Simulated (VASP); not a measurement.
Crystal: InP2N3.

```xyz
6
Lattice="3.3073 0.0000 0.0000 -1.6537 2.8642 0.0000 0.0000 0.0000 8.4384" Properties=species:S:1:pos:R:3 pbc="T T T"
In    0.0000    0.0000    4.2192
P     0.0000    1.9095    1.2499
P     1.6537    0.9547    7.1885
N     0.0000    1.9095    5.9544
N     0.0000    0.0000    0.0000
N     1.6537    0.9547    2.4840
```

* Program: VASP 6.6.1
* Task: relaxation of cell and atoms
* Functional: PBE
* Potentials or basis: VASP PAW PBE potentials, release 64 (In_d, P, N)
* Cutoff: 600 eV
* k mesh: 6 × 6 × 2
* Occupations: gaussian, width 0.1 eV
* Spin: no spin polarisation

At the start: pressure -19.1 GPa; volume 13.32 Å³/atom.

Where does the relaxation end?

Over 34 steps the energy falls by 635.6 meV/atom and the volume is 11.47 Å³/atom (-13.9 %); space group P-3m1 (No. 164, to 0.05 Å).

Step by step:
```
step  energy change (eV)  largest force (eV/Å)  pressure (GPa)  volume (Å³)
   1              0.0000                0.9847          -19.05        79.94
   2             -0.8059                0.7781           12.21        62.97
   3             -0.9500                0.5694            0.60        67.03
   4             -0.9968                0.8693            0.01        67.13
   5             -1.1185                1.4667           -1.65        67.42
   6             -0.6830                4.4558           -1.65        68.00
   7             -1.1232                1.8279           -1.90        67.48
   8             -1.1273                1.8724           -1.94        67.48
   9             -1.1389                2.0084           -2.06        67.49
  10             -1.1580                2.2907           -2.24        67.50
  11             -1.1750                2.8717           -2.43        67.53
  12             -1.2140                2.9236           -2.50        67.49
  13             -1.3326                3.0707           -2.65        67.37
  14             -1.5756                3.2811           -2.81        67.11
  15             -2.0429                3.8717           -2.18        66.54
  16             -2.1960                5.5973            5.07        65.16
  17             -2.2841                4.9542            1.38        65.72
  18             -2.7448                4.4011            1.32        65.67
  19             -3.5957                2.2312            3.96        65.39
  20             -2.4683                6.6946           22.90        64.24
  21             -3.7400                0.4103            7.08        65.20
  22             -3.7935                0.1173            2.50        66.73
  23             -3.8011                0.2665            0.06        67.64
  24             -3.8011                0.2587            0.18        67.59
  25             -3.8032                0.1860            0.06        67.69
  26             -3.8048                0.2085           -0.16        67.87
  27             -3.8066                0.1694           -0.06        67.91
  28             -3.8103                0.0504            0.26        68.02
  29             -3.8090                0.1957            0.95        68.23
  30             -3.8111                0.0459            0.52        68.10
  31             -3.8128                0.0399            0.13        68.42
  32             -3.8134                0.0451           -0.43        68.88
  33             -3.8139                0.0445            0.06        68.83
  34             -3.8139                0.0356            0.01        68.83
```

Final structure:
```
In P N
1.0
     2.86398    0.00000    0.00000
    -1.43199    2.48028    0.00000
     0.00000    0.00000    9.68998
In P N
1 2 3
Direct
  0.00000 0.00000 0.50000
  0.33333 0.66667 0.13070
  0.66667 0.33333 0.86930
  0.33333 0.66667 0.78520
  0.00000 0.00000 0.00000
  0.66667 0.33333 0.21480
```

Caveat: the k points lie up to 0.42 Å⁻¹ apart in the final cell.
